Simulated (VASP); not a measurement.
Wanted: the native input for a VASP 6.6.1 run.

* Task: single point
* Functional: LDA
* Potentials or basis: VASP PAW LDA potentials, release 64 (B)
* Cutoff: 520 eV
* k mesh: 14 × 14 × 13
* Occupations: fermi-dirac, width 0.1 eV
* Spin: no spin polarisation
* Dipole correction: no
* Further INCAR settings: ALGO = Normal; EDIFF = 1e-06; NBANDS = 12

The structure of B lies in POSCAR:

```
B
1.0
    2.8680570127      0.0000000000      0.0000000000
   -1.4340285064      2.4838102325      0.0000000000
    0.0000000000      0.0000000000      2.8246687915
B
3
Direct
    0.0000000000      0.0000000000      0.0000000000
    0.3333333333      0.6666666667      0.5000000000
    0.6666666667      0.3333333333      0.5000000000
```

This cell differs from its parent crystal: volume scaled by 1.04.

One way to write it, as run:

INCAR

```
ALGO = Normal
EDIFF = 1E-6
ENCUT = 520
ISIF = 2
ISMEAR = -1
LASPH = T
LCHARG = F
LREAL = F
LWAVE = F
NBANDS = 12
NELM = 60
PREC = Accurate
SIGMA = 0.1
```

KPOINTS

```
k-points
0
Gamma
  14 14 13
```

Potentials or basis: VASP PAW LDA potentials, release 64 (B).

Command:

```bash
$ cat potpaw_LDA.64/B/POTCAR > POTCAR
$ mpirun -np 1 vasp_std > vasp.out
```

It gave:

```
Pressure : -8.7 GPa
```

It took 13 s on 1 thread of Intel(R) Xeon(R) Platinum 8559C (Emerald Rapids), on a shared host, peak memory 0.14 GiB.
